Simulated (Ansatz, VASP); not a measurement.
# One calculation of LiF, two programs

File POSCAR:

```
LiF
1.0
    0.0000000000      2.0140000000      2.0140000000
    2.0140000000      0.0000000000      2.0140000000
    2.0140000000      2.0140000000      0.0000000000
Li F
1 1
Direct
    0.0000000000      0.0000000000      0.0000000000
    0.5000000000      0.5000000000      0.5000000000
```

INCAR.step1

```
SYSTEM = LiF
PREC = Accurate
ENCUT = 600
ISMEAR = -1
SIGMA = 0.005
LREAL = .FALSE.
LASPH = .TRUE.
NELM = 80
GGA = PE
ALGO = Normal
EDIFF = 1E-4
LWAVE = .TRUE.
LCHARG = .FALSE.
```

File INCAR.step2:

```
SYSTEM = LiF
PREC = Accurate
ENCUT = 600
EDIFF = 1E-7
ISMEAR = -1
SIGMA = 0.005
LREAL = .FALSE.
LASPH = .TRUE.
NELM = 80
ALGO = Normal
ISIF = 3
LWAVE = .FALSE.
LCHARG = .FALSE.
METAGGA = R2SCAN
LMIXTAU = .TRUE.
IBRION = 2
NSW = 100
EDIFFG = -0.002
ISTART = 1
```

File KPOINTS:

```
Automatic mesh
0
G
  10 10 10
  0 0 0
```

Input for Ansatz:

```yaml
crystal:
  lattice:
    - [0.0, 2.014, 2.014]
    - [2.014, 0.0, 2.014]
    - [2.014, 2.014, 0.0]
  atoms:
    - { symbol: Li, position: [0.0, 0.0, 0.0] }
    - { symbol: F, position: [0.5, 0.5, 0.5] }
kpoints:
  mp_grid: { grid: [10, 10, 10] }
scf:
  occupations: { method: fermi_dirac, width: 0.005 }
  mixing: { preconditioner: none }
hamiltonian:
  xc: r2scan
  pseudopotentials: { kind: paw }
relax:
  f_tol: 0.002
  max_steps: 80
  cell: {}
output:
  forces: true
  stress: true
```

Alike in both runs: task relaxation of cell and atoms; functional r2SCAN; k mesh 10 × 10 × 10; occupations fermi-dirac, width 0.005 eV; no spin polarisation.

|  | VASP | Ansatz |
| --- | --- | --- |
| version | VASP 6.6.1 | Ansatz 0.2.0 |
| potentials or method | VASP PAW PBE potentials, release 64 (Li_sv, F) | PAW with Ansatz's default frozen-core files, scalar-relativistic |
| plane-wave cutoff (eV) | 600 | 500 |
| valence electrons in the cell | 10 | 10 |

```csv
,VASP,Ansatz,Ansatz less VASP
relaxed volume (Å³/atom),7.84,7.94,+0.097
relaxed cell length with the largest relative difference (Å),2.810,2.821,+0.0115
```

VASP's potentials were made for PBE, not for r2SCAN.

Noted on VASP's run: the cutoff is short for stress, so the pressure is rough.
